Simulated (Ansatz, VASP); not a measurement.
# One calculation of Si, two programs

Contents of INCAR:

```
  ALGO = Normal
  EDIFF = 1E-8
  ENCUT = 520
  GGA = CA
  ISIF = 2
  ISMEAR = -1
  LASPH = True
  LCHARG = False
  LEFG = True
  LREAL = False
  LWAVE = False
  NBANDS = 11
  NELM = 80
  PREC = Accurate
  SIGMA = 0.08
```

The input KPOINTS:

```
k-points
0
Gamma
  11 11 11
```

POSCAR

```
Si
1.0
    0.0000000000      2.7697794000      2.7154700000
    2.7697794000      0.0000000000      2.7154700000
    2.7697794000      2.7697794000      0.0000000000
Si
2
Direct
    0.5000000000      0.5000000000      0.5000000000
    0.7500000000      0.7500000000      0.7500000000
```

Input for Ansatz:

```yaml
crystal:
  lattice:
    - [0.0, 2.7697794, 2.71547]
    - [2.7697794, 0.0, 2.71547]
    - [2.7697794, 2.7697794, 0.0]
  atoms:
    - { symbol: Si, position: [0.5, 0.5, 0.5] }
    - { symbol: Si, position: [0.75, 0.75, 0.75] }
kpoints:
  mp_grid: { grid: [11, 11, 11] }
scf:
  occupations: { method: fermi_dirac, width: 0.08 }
hamiltonian:
  xc: lda
  pseudopotentials: { kind: all_electron, datasets: crystal }
output:
  forces: true
  stress: true
  eigenvalues: true
  efg: { contact_densities: true }
```

Change from the starting cell: equal xx and yy strain of +2 %, crystal datasets.

Alike in both runs: task electric field gradients; functional LDA; k mesh 11 × 11 × 11; occupations fermi-dirac, width 0.08 eV; no spin polarisation.

```csv
,VASP,Ansatz
version,VASP 6.6.1,Ansatz 0.2.0
potentials or method,"VASP PAW LDA potentials, release 64 (Si), cutoff 520 eV","all-electron PAW with datasets made for the crystal, scalar-relativistic"
```

```csv
,VASP,Ansatz,Ansatz less VASP
pressure (GPa),-4.8,-4.8,-0.07
"traceless stress, the component that is largest in VASP (GPa)",1.21,1.21,+0.001
size of Vzz on the site where it differs most (V/Å²),0.2,0.2,-0.01
```

LDA's correlation is that of Perdew and Zunger in VASP and of Perdew and Wang (1992) in Ansatz. Ansatz ran all-electron here, and VASP with PAW potentials.
